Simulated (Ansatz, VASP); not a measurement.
One calculation of SiO2, two programs

```xyz
6
Lattice="-1.7791 1.7791 4.2855 1.7791 -1.7791 4.2855 1.7791 1.7791 -4.2855" Properties=species:S:1:pos:R:3 pbc="T T T"
Si    0.0000    1.7791    2.1428
Si    0.0000    0.0000    0.0000
O     0.0000    1.7791    0.3510
O     0.0000    0.0000    6.7793
O     0.0000    0.0000    1.7918
O     0.0000    1.7791    3.9345
```

Alike in both runs: task single point; functional r2SCAN; k mesh 8 × 8 × 8; no spin polarisation.

|  | VASP | Ansatz |
| --- | --- | --- |
| version | VASP 6.6.1 | Ansatz 0.2.0 |
| potentials or method | VASP PAW PBE potentials, release 64 (Si, O) | plane waves, PAW |
| plane-wave cutoff (eV) | 520 | 500 |
| occupations | gaussian, width 0.01 eV | fixed |
| valence electrons in the cell | 32 | 32 |

Ansatz gave:

* gap on the k mesh at the Fermi level (eV): 6.23
* pressure (GPa): -15.6
* traceless stress, the component that is largest in VASP (GPa): -1.99
* rms of the force components (eV/Å): 0.255

Problem. What did VASP give for the same quantities?

Solution. gap on the k mesh at the Fermi level (eV): 6.22; pressure (GPa): -15.3; traceless stress, the component that is largest in VASP (GPa): -1.53; rms of the force components (eV/Å): 0.251.

VASP's potentials were made for PBE, not for r2SCAN. Atom by atom the forces differ by 0.004 eV/Å (rms over components).
